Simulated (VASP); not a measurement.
SiO2:

```
Si O
1.0
    -2.83790    2.83790    5.66021
     2.83790   -2.83790    5.66021
     2.83790    2.83790   -5.66021
Si O
4 8
Cartesian
  0.7868 4.2568 1.4151
  4.2568 0.7868 -1.4151
  -1.4189 2.0511 4.2452
  2.0511 -1.4189 7.0753
  0.0000 2.8379 1.5138
  4.0745 1.2366 2.8301
  1.6013 -1.2366 2.8301
  0.0000 0.0000 1.3163
  0.0000 0.0000 10.0042
  0.0000 2.8379 4.1464
  1.2366 -1.2366 5.6602
  -1.2366 1.2366 5.6602
```

Base run:

| Quantity | Value |
| --- | --- |
| Program | VASP 6.6.1 |
| Functional | PBEsol |
| Potentials or basis | VASP PAW PBE potentials, release 64 (Si, O) |
| Cutoff | 520 eV |
| k mesh | 7 × 7 × 7 |
| Occupations | fermi-dirac, width 0.05 eV |
| Spin | no spin polarisation |

Its results: band gap on the k mesh 4.82 eV; pressure -1.8 GPa; largest force 0.150 eV/Å.

Task: The run is repeated on the same cell with these changes: functional from PBEsol to LDA; potentials or basis from VASP PAW PBE potentials, release 64 (Si, O) to VASP PAW LDA potentials, release 64 (Si, O). What comes out?

Result: Band gap on the k mesh 4.66 eV; pressure -5.3 GPa; largest force 0.494 eV/Å.

Caveats: an odd mesh through Γ misses points on the zone boundary, where band edges can lie; the PAW data sets were made with another functional, which shifts forces and pressure a little (at least some runs); the cell stands under tension (at least some runs).
